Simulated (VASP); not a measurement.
Here is a VASP 6.6.1 calculation.

POSCAR

```
FeO
1.0
    3.0458920022      0.0000000000      0.0000000000
    0.0000000000      3.0458920022      0.0000000000
    0.0000000000      0.0000000000      5.4642115070
Fe O
2 2
Direct
    0.5000000000      0.0000000000      0.5000000000
    0.0000000000      0.5000000000      0.0000000000
    0.5000000000      0.5000000000      0.2500000000
    0.5000000000      0.5000000000      0.7500000000
```

File INCAR.step1:

```
PREC = Accurate ; ENCUT = 520
EDIFF = 1E-6 ; ISMEAR = -1
SIGMA = 0.05 ; LREAL = F
LASPH = T ; NELM = 200
ALGO = Normal ; ISIF = 2
LWAVE = F ; LCHARG = T
ISPIN = 2 ; MAGMOM = 3 3 0 0
LMAXMIX = 4 ; LDAU = T
LDAUTYPE = 2 ; LDAUL = 2 -1
LDAUU = 6 0 ; LDAUJ = 0 0
LDAUPRINT = 1 ; GGA = PS
NBANDS = 26 ; GGA_COMPAT = F
NEDOS = 2001 ; LORBIT = 11
```

Contents of KPOINTS.step1:

```
Automatic mesh
0
Gamma
  9 9 5
```

The input INCAR.step2:

```
PREC = Accurate ; ENCUT = 520
EDIFF = 1E-6 ; ISMEAR = -5
SIGMA = 0.05 ; LREAL = F
LASPH = T ; NELM = 200
ALGO = Normal ; ISIF = 2
LWAVE = F ; LCHARG = F
ISPIN = 2 ; MAGMOM = 3 3 0 0
LORBIT = 11 ; LMAXMIX = 4
LDAU = T ; LDAUTYPE = 2
LDAUL = 2 -1 ; LDAUU = 6 0
LDAUJ = 0 0 ; LDAUPRINT = 1
GGA = PS ; NBANDS = 26
NEDOS = 2001 ; ICHARG = 11
GGA_COMPAT = F
```

Contents of KPOINTS.step2:

```
Automatic mesh
0
Gamma
  14 14 8
```

Potentials or basis: VASP PAW PBE potentials, release 64 (Fe, O).

Command:

```bash
$ cat potpaw_PBE.64/Fe/POTCAR potpaw_PBE.64/O/POTCAR > POTCAR
$ cp INCAR.step1 INCAR
$ cp KPOINTS.step1 KPOINTS
$ mpirun -np 1 vasp_std > vasp.out
$ cp INCAR.step2 INCAR
$ cp KPOINTS.step2 KPOINTS
$ mpirun -np 1 vasp_std > vasp.out
```

Question: What does it give for the net moment?

Answer: 8.00 μB per cell.

Question: What does it give for the site moments?

Answer: Fe +3.84; O +0.12 μB.

Eigenvalues of the final occupation matrices:
```tsv
site	spin	trace	eigenvalues
site 1 d	1	4.95	0.95 0.97 0.97 0.98 1.07
site 1 d	2	1.15	0.02 0.02 0.03 0.17 0.90
site 2 d	1	4.95	0.95 0.97 0.97 0.98 1.07
site 2 d	2	1.15	0.02 0.02 0.03 0.17 0.90
```

 The state reached can hang on the start; a lower one may exist.
